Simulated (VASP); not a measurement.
The system is SnH2Br2.

```
CELL_PARAMETERS angstrom
2.25014 -3.91938 0.03087
-6.54671 -3.80177 -0.01312
-0.04891 0.05102 -9.86200
ATOMIC_POSITIONS crystal
Sn 0.50802 0.50937 0.01224
Sn 0.99896 0.00713 0.00134
H 0.96831 0.00771 0.53488
H 0.53146 0.50684 0.53612
H 0.48737 0.51823 0.46832
H 0.99888 0.99380 0.46274
Br 0.47370 0.82494 0.84210
Br 0.03382 0.32967 0.80414
Br 0.00724 0.66264 0.16062
Br 0.49225 0.13966 0.17749
```

- Program: VASP 6.6.1
- Task: relaxation of cell and atoms
- Functional: PBE
- Potentials or basis: VASP PAW PBE potentials, release 64 (Sn_d, H, Br)
- Cutoff: 600 eV
- k mesh: 4 × 2 × 2
- Occupations: gaussian, width 0.1 eV
- Spin: no spin polarisation

At the start: pressure -0.3 GPa; volume 33.74 Å³/atom.

Problem. How do energy, volume and symmetry change on relaxing?

Solution. Over 29 steps the energy falls by 27.6 meV/atom and the volume is 32.56 Å³/atom (-3.5 %); space group P1 (No. 1, to 0.1 Å) before and after.

The path:
```csv
step,energy change (eV),largest force (eV/Å),pressure (GPa),volume (Å³)
1,0.0000,2.0455,-0.31,337.40
2,0.1709,3.2666,-1.04,334.25
3,-0.0779,0.7573,-0.61,336.38
4,-0.1586,0.5450,-0.28,330.38
5,-0.2058,0.3492,0.34,321.43
6,-0.2221,0.5350,0.26,323.75
7,-0.2222,0.5966,0.25,323.93
8,-0.2317,0.3870,0.11,325.29
9,-0.2404,0.2230,-0.18,328.30
10,-0.2430,0.2160,-0.17,328.12
11,-0.2499,0.1972,-0.13,327.58
12,-0.2593,0.1595,-0.03,326.50
13,-0.2587,0.2946,0.18,324.33
14,-0.2624,0.2018,0.07,325.48
15,-0.2649,0.1355,0.01,325.45
16,-0.2649,0.1301,0.01,325.45
17,-0.2672,0.1178,0.01,325.48
18,-0.2710,0.0857,0.02,325.57
19,-0.2711,0.0790,0.02,325.58
20,-0.2721,0.0682,0.00,325.77
21,-0.2741,0.0630,-0.04,326.33
22,-0.2733,0.1684,-0.13,327.46
23,-0.2745,0.1035,-0.09,326.76
24,-0.2750,0.0377,-0.05,326.60
25,-0.2750,0.0382,-0.04,326.57
26,-0.2752,0.0345,-0.02,326.39
27,-0.2757,0.0271,0.01,325.84
28,-0.2757,0.0264,0.03,325.58
29,-0.2758,0.0240,0.02,325.61
```

Final structure:
```xyz
10
Lattice="2.1881 -3.8170 0.0044 -6.5746 -3.8216 -0.0578 -0.0698 -0.0280 -9.7326" Properties=species:S:1:pos:R:3 pbc="T T T"
Sn   -2.2638   -3.8207   -9.7390
Sn   -6.5229   -3.8443   -0.0708
H     2.0213   -3.7372   -5.2142
H    -2.1896   -3.9929   -5.2650
H    -2.3896   -3.8417   -4.5586
H    -6.5567   -3.8102   -4.5528
Br   -4.4348   -5.0364   -8.1120
Br   -2.2249   -1.3797   -8.0841
Br   -4.3346   -2.6170   -1.6987
Br    0.0445   -2.4379   -1.6704
```
